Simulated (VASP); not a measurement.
A run of VASP 6.6.1 is set up as follows.

Contents of POSCAR:

```
CdO
1.0
    0.0000000000      2.3530013823      2.3530013823
    2.3530013823      0.0000000000      2.3530013823
    2.3530013823      2.3530013823      0.0000000000
Cd O
1 1
Direct
    0.0000000000      0.0000000000      0.0000000000
    0.5000000000      0.5000000000      0.5000000000
```

File INCAR.step1:

```
SYSTEM = CdO
PREC = Accurate
ENCUT = 660
ISMEAR = -1
SIGMA = 0.02
LREAL = .FALSE.
LASPH = .TRUE.
NELM = 120
NBANDS = 16
GGA = PE
ALGO = Normal
EDIFF = 1E-5
LWAVE = .TRUE.
LCHARG = .FALSE.
GGA_COMPAT = .FALSE.
```

Contents of INCAR.step2:

```
SYSTEM = CdO
PREC = Accurate
ENCUT = 660
EDIFF = 1E-6
ISMEAR = -1
SIGMA = 0.02
LREAL = .FALSE.
LASPH = .TRUE.
NELM = 120
ALGO = Normal
ISIF = 2
LWAVE = .FALSE.
LCHARG = .TRUE.
METAGGA = R2SCAN
LMIXTAU = .TRUE.
LELF = .TRUE.
LVHAR = .TRUE.
NBANDS = 16
ISTART = 1
GGA_COMPAT = .FALSE.
```

The input KPOINTS:

```
Automatic mesh
0
G
  8 8 8
  0 0 0
```

Potentials or basis: VASP PAW PBE potentials, release 64 (Cd, O).

Run with:

```bash
$ cat potpaw_PBE.64/Cd/POTCAR potpaw_PBE.64/O/POTCAR > POTCAR
$ cp INCAR.step1 INCAR
$ mpirun -np 1 vasp_std > vasp.out
$ cp INCAR.step2 INCAR
$ mpirun -np 1 vasp_std > vasp.out
```

Estimate the pressure.

1.5 GPa.

Estimate the band gap on the k mesh.

0.07 eV, indirect (least direct gap 1.40 eV).

Caveat: the PAW data sets were made with another functional, which shifts forces and pressure a little. A k mesh can miss the band edges.
